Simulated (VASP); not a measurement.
# Ir (P6/mmm) in VASP: single point with r2SCAN

Aim: the single point of Ir with r2SCAN.

Program: VASP 6.6.1. These are calculated values, not measurements. Logs are shortened: lines on timing, memory, paths and dates and some standing lists are left out, and cuts for length are marked.

## (1) The cell of the first run

Symmetry: P6/mmm, No. 191, hexagonal system. The conventional cell has a = 4.289 Å, b = 4.289 Å, c = 2.648 Å, α = 90.00°, β = 90.00°, γ = 120.00°. Within 3.5 Å of Ir (site symmetry 6/mmm) lie 14 Ir at 2.65 to 2.81 Å. Ir (site symmetry -6m2) has 11 Ir at 2.48 to 2.81 Å within 3.3 Å.

This isn't the form of Ir at room conditions, which is fcc.

## (2) Single point, r2SCAN, collinear spin (14.06 Å³/atom)

Contents of POSCAR:

```
Ir
1.0
    4.2892857974      0.0000000000      0.0000000000
   -2.1446428987      3.7146304646      0.0000000000
    0.0000000000      0.0000000000      2.6476063786
Ir
3
Direct
    0.0000000000      0.0000000000      0.0000000000
    0.3333333333      0.6666666667      0.5000000000
    0.6666666667      0.3333333333      0.5000000000
```

Contents of INCAR.step1:

```
PREC     = Accurate       # precision mode
ENCUT    = 520            # plane-wave cutoff, eV
ISMEAR   = -1             # smearing method
SIGMA    = 0.05           # smearing width, eV
LREAL    = F              # projectors in reciprocal space
LASPH    = T              # aspherical terms in the spheres
NELM     = 150            # most SCF steps
ISPIN    = 2              # spin polarisation
MAGMOM   = 1 1 1          # initial moments
LMAXMIX  = 4              # l up to which the mixer works
NBANDS   = 24             # bands
GGA      = PE             # functional
ALGO     = Normal         # electronic algorithm
EDIFF    = 1E-4           # SCF threshold, eV
LWAVE    = T              # write WAVECAR
LCHARG   = F              # write CHGCAR
```

Contents of INCAR.step2:

```
PREC     = Accurate       # precision mode
ENCUT    = 520            # plane-wave cutoff, eV
EDIFF    = 1E-6           # SCF threshold, eV
ISMEAR   = -1             # smearing method
SIGMA    = 0.05           # smearing width, eV
LREAL    = F              # projectors in reciprocal space
LASPH    = T              # aspherical terms in the spheres
NELM     = 150            # most SCF steps
ALGO     = Normal         # electronic algorithm
ISIF     = 2              # what is computed and relaxed
LWAVE    = F              # write WAVECAR
LCHARG   = T              # write CHGCAR
ISPIN    = 2              # spin polarisation
MAGMOM   = 1 1 1          # initial moments
LORBIT   = 11             # projections on sites
LMAXMIX  = 4              # l up to which the mixer works
METAGGA  = R2SCAN         # meta-GGA
LMIXTAU  = T            
LELF     = T              # ELF
LVHAR    = T            
NBANDS   = 24             # bands
ISTART   = 1
```

Contents of KPOINTS:

```
regular mesh
0
Gamma
  11 11 15
```

Potentials or basis: VASP PAW PBE potentials, release 64 (Ir).

Launch:

```console
$ cat potpaw_PBE.64/Ir/POTCAR > POTCAR
$ cp INCAR.step1 INCAR
$ mpirun -np 1 vasp_std > vasp.out
$ cp INCAR.step2 INCAR
$ mpirun -np 1 vasp_std > vasp.out
```

OUTCAR:

```text
PREC = Accurate
   ENCUT = 520
   EDIFF = 1E-6
   ISMEAR = -1
   LREAL = F
   LASPH = T
   NELM = 150
   ISIF = 2
   ISPIN = 2
   LORBIT = 11
   METAGGA = R2SCAN
   ISTART = 1

 ion  position               nearest neighbor table
   1  0.000  0.000  0.000-   2 2.81   3 2.81   2 2.81   3 2.81   2 2.81   2 2.81   3 2.81   3 2.81
                             3 2.81   3 2.81   2 2.81   2 2.81
   2  0.333  0.667  0.500-   3 2.48   3 2.48   3 2.48   1 2.81   1 2.81   1 2.81   1 2.81   1 2.81
                             1 2.81
   3  0.667  0.333  0.500-   2 2.48   2 2.48   2 2.48   1 2.81   1 2.81   1 2.81   1 2.81   1 2.81
                             1 2.81

  LATTYP: Found a hexagonal cell.
 ALAT       =     4.2892857974
 C/A-ratio  =     0.6172604260

  Lattice vectors:

 A1 = (   4.2892857974,   0.0000000000,   0.0000000000)
 A2 = (  -2.1446428987,   3.7146304646,   0.0000000000)
 A3 = (   0.0000000000,   0.0000000000,   2.6476063786)

Analysis of symmetry for initial positions (statically):
=====================================================================
 Subroutine PRICEL returns:
 Original cell was already a primitive cell.

 Routine SETGRP: Setting up the symmetry group for a
 hexagonal supercell.

 Subroutine GETGRP returns: Found 24 space group operations
 (whereof 24 operations were pure point group operations)
 out of a pool of 24 trial point group operations.

The static configuration has the point symmetry D_6h.

Analysis of symmetry for dynamics (positions and initial velocities):
=====================================================================
 Subroutine PRICEL returns:
 Original cell was already a primitive cell.

 Routine SETGRP: Setting up the symmetry group for a
 hexagonal supercell.

 Subroutine GETGRP returns: Found 24 space group operations
 (whereof 24 operations were pure point group operations)
 out of a pool of 24 trial point group operations.

The dynamic configuration has the point symmetry D_6h.

Analysis of structural, dynamic, and magnetic symmetry:
=====================================================================
 Subroutine PRICEL returns:
 Original cell was already a primitive cell.

 Routine SETGRP: Setting up the symmetry group for a
 hexagonal supercell.

 Subroutine GETGRP returns: Found 24 space group operations
 (whereof 24 operations were pure point group operations)
 out of a pool of 24 trial point group operations.

The overall configuration has the point symmetry D_6h.

 Subroutine INISYM returns: Found 24 space group operations
 (whereof 24 operations are pure point group operations),
 and found     1 'primitive' translations

----------------------------------------------------------------------------------------

                                     Primitive cell

  volume of cell :      42.1846

  direct lattice vectors                    reciprocal lattice vectors
     4.289285797  0.000000000  0.000000000     0.233139046  0.134602891  0.000000000
    -2.144642899  3.714630465  0.000000000     0.000000000  0.269205782  0.000000000
     0.000000000  0.000000000  2.647606379     0.000000000  0.000000000  0.377699649

  length of vectors
     4.289285797  4.289285797  2.647606379     0.269205782  0.269205782  0.377699649

  position of ions in fractional coordinates (direct lattice)
     0.000000000  0.000000000  0.000000000
     0.333333333  0.666666667  0.500000000
     0.666666667  0.333333333  0.500000000

  ion indices of the primitive-cell ions
   primitive index   ion index
                 1           1
                 2           2
                 3           3

----------------------------------------------------------------------------------------

 KPOINTS: regular mesh

Automatic generation of k-mesh.
 Grid dimensions read from file:
 generate k-points for:   11   11   15

 Generating k-lattice:

  Cartesian coordinates                     Fractional coordinates (reciprocal lattice)
     0.021194459  0.012236626  0.000000000     0.090909091 -0.000000000  0.000000000
     0.000000000  0.024473253  0.000000000     0.000000000  0.090909091  0.000000000
     0.000000000  0.000000000  0.025179977     0.000000000  0.000000000  0.066666667

  Length of vectors
     0.024473253  0.024473253  0.025179977

  Shift w.r.t. Gamma in fractional coordinates (k-lattice)
     0.000000000  0.000000000  0.000000000

 Subroutine IBZKPT returns following result:
 ===========================================

 Found    128 irreducible k-points:

 Following reciprocal coordinates:
            Coordinates               Weight
  0.000000  0.000000  0.000000      1.000000
  0.090909  0.000000  0.000000      6.000000
  0.181818  0.000000  0.000000      6.000000
  0.272727  0.000000  0.000000      6.000000
  0.363636  0.000000  0.000000      6.000000
  0.454545  0.000000  0.000000      6.000000
[... 16 lines left out ...]
  0.090909  0.090909  0.066667     12.000000
  0.181818  0.090909  0.066667     24.000000
 [... further k-points ...]
   k-points           NKPTS =    128   k-points in BZ     NKDIM =    128   number of bands    NBANDS=     24
   number of dos      NEDOS =    301   number of ions     NIONS =      3
   total plane-waves  NPLWV =  20480
   dimension x,y,z NGX =    32 NGY =   32 NGZ =   20
   dimension x,y,z NGXF=    64 NGYF=   64 NGZF=   40
   ions per type =               3
   NGX,Y,Z   is equivalent  to a cutoff of  12.40, 12.40, 12.56 a.u.
   NGXF,Y,Z  is equivalent  to a cutoff of  24.81, 24.81, 25.12 a.u.
 SYSTEM =  unknown system
   PREC   = accura    normal or accurate (medium, high low for compatibility)
   ISTART =      1    job   : 0-new  1-cont  2-samecut
   ICHARG =      0    charge: 1-file 2-atom 10-const
   ISPIN  =      2    spin polarized calculation?
   LNONCOLLINEAR =      F non collinear calculations
   LSORBIT =      F    spin-orbit coupling
   LASPH  =      T    aspherical Exc in radial PAW
   ENCUT  =  520.0 eV  38.22 Ry    6.18 a.u.   7.98  7.98  4.92*2*pi/ulx,y,z
   NELM   =    150;   NELMIN=  2; NELMDL=  0     # of ELM steps
   EDIFF  = 0.1E-05   stopping-criterion for ELM
   LREAL  =      F    real-space projection
   EDIFFG = 0.1E-04   stopping-criterion for IOM
   NSW    =      0    number of steps for IOM
   IBRION =     -1    ionic relax: 0-MD 1-quasi-New 2-CG
   NFREE  =      0    steps in history (QN), initial steepest desc. (CG)
   ISIF   =      2    stress and relaxation
   ISYM   =      2    0-nonsym 1-usesym 2-fastsym
   POTIM  = 0.5000    time-step for ionic-motion
   TEBEG  =    0.0;   TEEND  =   0.0 temperature during run
   PSTRESS=    0.0 pullay stress
   NELECT =      27.0000    total number of electrons
   NUPDOWN=      -1.0000    fix difference up-down
   EMIN   =  10.00;   EMAX   =-10.00  energy-range for DOS
   EFERMI =   0.00;   METHOD = LEGACY
   ISMEAR =    -1;   SIGMA  =   0.05  broadening in eV -4-tet -1-fermi 0-gaus
   EFERMI_NEDOS =   21; number of points for ismear=-14 and -15
   IALGO  =     38    algorithm
   IMIX   =      4    mixing-type and parameters
     AMIX     =   0.40;   BMIX     =  1.00
     AMIX_MAG =   1.60;   BMIX_MAG =  1.00
  volume/ion in A,a.u.               =      14.06        94.89
  Fermi-wavevector in a.u.,A,eV,Ry     =   1.410841  2.666103 27.082021  1.990472
  Thomas-Fermi vector in A             =   2.532754
   LORBIT       =     11    0 simple, 1 ext, 2 COOP (PROOUT), +10 PAW based schemes
   METAGGA = R2SCAN    functional components
   LHFCALC =     F    Hartree Fock is set to
   AEXX    =    0.0000 exact exchange contribution
   IVDW    =     0    specifies the selected vdW correction
   LEPSILON=     F    determine dielectric tensor
   LRPA    =     F    only Hartree local field effects (RPA)
 spin polarized calculation
  energy-cutoff  :      520.00
  volume of cell :       42.18
 maximum number of plane-waves:      1151
 NGX is ok and might be reduce to    32
   NGX = 15   NGY = 15   NGZ =  9

 number of electron      27.0000003 magnetization      -0.0025037

 Free energy of the ion-electron system (eV)
  ---------------------------------------------------
  ext. energy  EPLUGINS =         0.00000000
  ---------------------------------------------------
  free energy    TOTEN  =      -155.93840911 eV

  energy without entropy =     -155.90240798  energy(sigma->0) =     -155.92040855

 E-fermi :  10.2861     XC(G=0): -15.3429

 val. band max:       10.2844627595   @ k =   0.4545   0.0000   0.0667
 cond. band min:      10.2861008201   @ k =   0.1818   0.0000   0.4667
 fundamental gap:      0.0016380606
 Fermi energy:        10.2860704443

 spin component 1

 k-point     1 :       0.0000    0.0000    0.0000
  band No.  band energies     occupation
      1      -1.2974      1.00000
      2       2.5097      1.00000
      3       5.0609      1.00000
      4       5.3515      1.00000
      5       5.3515      1.00000
      6       5.3541      1.00000
[... 16 lines left out ...]
     23      23.5347      0.00000
     24      27.8940      0.00000

 k-point     2 :       0.0909    0.0000    0.0000
  band No.  band energies     occupation
      1      -1.1575      1.00000
      2       2.5546      1.00000
      3       4.5038      1.00000
      4       4.8766      1.00000
      5       4.9595      1.00000
      6       5.6615      1.00000
[... 586 lines left out ...]
 k-point    24 :       0.1818    0.0909    0.0667
  band No.  band energies     occupation
      1      -0.2312      1.00000
      2       2.7922      1.00000
      3       3.4937      1.00000
      4       3.8344      1.00000
      5       4.8991      1.00000
      6       5.6705      1.00000
[... 16 lines left out ...]
     23      25.0794      0.00000
     24      27.4436      0.00000

 [... further k-points ...]

 spin component 2

 k-point     1 :       0.0000    0.0000    0.0000
  band No.  band energies     occupation
      1      -1.2974      1.00000
      2       2.5095      1.00000
      3       5.0606      1.00000
      4       5.3513      1.00000
      5       5.3513      1.00000
      6       5.3536      1.00000
[... 16 lines left out ...]
     23      23.5345      0.00000
     24      27.8941      0.00000

 k-point     2 :       0.0909    0.0000    0.0000
  band No.  band energies     occupation
      1      -1.1575      1.00000
      2       2.5543      1.00000
      3       4.5035      1.00000
      4       4.8762      1.00000
      5       4.9592      1.00000
      6       5.6611      1.00000
[... 586 lines left out ...]
 k-point    24 :       0.1818    0.0909    0.0667
  band No.  band energies     occupation
      1      -0.2312      1.00000
      2       2.7920      1.00000
      3       3.4934      1.00000
      4       3.8341      1.00000
      5       4.8988      1.00000
      6       5.6701      1.00000
[... 16 lines left out ...]
     23      25.0790      0.00000
     24      27.4436      0.00000

 [... further k-points ...]

------------------------ aborting loop because EDIFF is reached ----------------------------------------

  FORCE on cell =-STRESS in cart. coord.  units (eV):
  Direction    XX          YY          ZZ          XY          YZ          ZX
  --------------------------------------------------------------------------------------
  -------------------------------------------------------------------------------------
  Total        5.1332310      5.1332310      4.4172224      0.0000000      0.0000000      0.0000000
  in kB      194.9608325    194.9608325    167.7667245      0.0000000      0.0000000      0.0000000
  external PRESSURE =     185.8961298 kB  Pullay stress =       0.0000000 kB

 VOLUME and BASIS-vectors are now :
 -----------------------------------------------------------------------------
  energy-cutoff  :      520.00
  volume of cell :       42.18
      direct lattice vectors                 reciprocal lattice vectors
     4.289285797  0.000000000  0.000000000     0.233139046  0.134602891  0.000000000
    -2.144642899  3.714630465  0.000000000     0.000000000  0.269205782  0.000000000
     0.000000000  0.000000000  2.647606379     0.000000000  0.000000000  0.377699649

 POSITION                                       TOTAL-FORCE (eV/Angst)
 -----------------------------------------------------------------------------------
      0.00000      0.00000      0.00000        -0.000000      0.000000      0.000000
     -0.00000      2.47642      1.32380         0.000000      0.000000      0.000000
      2.14464      1.23821      1.32380        -0.000000     -0.000000     -0.000000
 -----------------------------------------------------------------------------------
    total drift:                               -0.000000      0.000000      0.000000

  FREE ENERGIE OF THE ION-ELECTRON SYSTEM (eV)
  ---------------------------------------------------
  free  energy   TOTEN  =      -155.9384091128 eV

  energy  without entropy=     -155.9024079796  energy(sigma->0) =     -155.92040855

 total charge

# of ion       s       p       d       tot
------------------------------------------
    1        0.645   0.700   6.976   8.321
    2        0.721   0.773   7.057   8.550
    3        0.721   0.773   7.057   8.550
--------------------------------------------------
tot          2.087   2.245  21.090  25.422

 magnetization (x)

# of ion       s       p       d       tot
------------------------------------------
    1       -0.000   0.000  -0.001  -0.001
    2       -0.000   0.000  -0.001  -0.001
    3       -0.000   0.000  -0.001  -0.001
--------------------------------------------------
tot         -0.000   0.000  -0.002  -0.002
```

Wall time 3.7 min (1 thread of Intel Xeon 6975P-C (Granite Rapids), shared host); peak memory 0.3 GiB.

Results:

| Property | Result |
| --- | --- |
| Free energy | -155.9384 eV |
| Pressure | 18.6 GPa |
| Net moment | 0.00 μB per cell |
| Valence electrons inside the program's atomic spheres | Ir 8.32, 8.55 (each value once) |

Caveat: the cell stands under pressure; the PAW data sets were made with another functional, which shifts forces and pressure a little; spin-orbit coupling is left out, which moves the levels of the heavy elements.
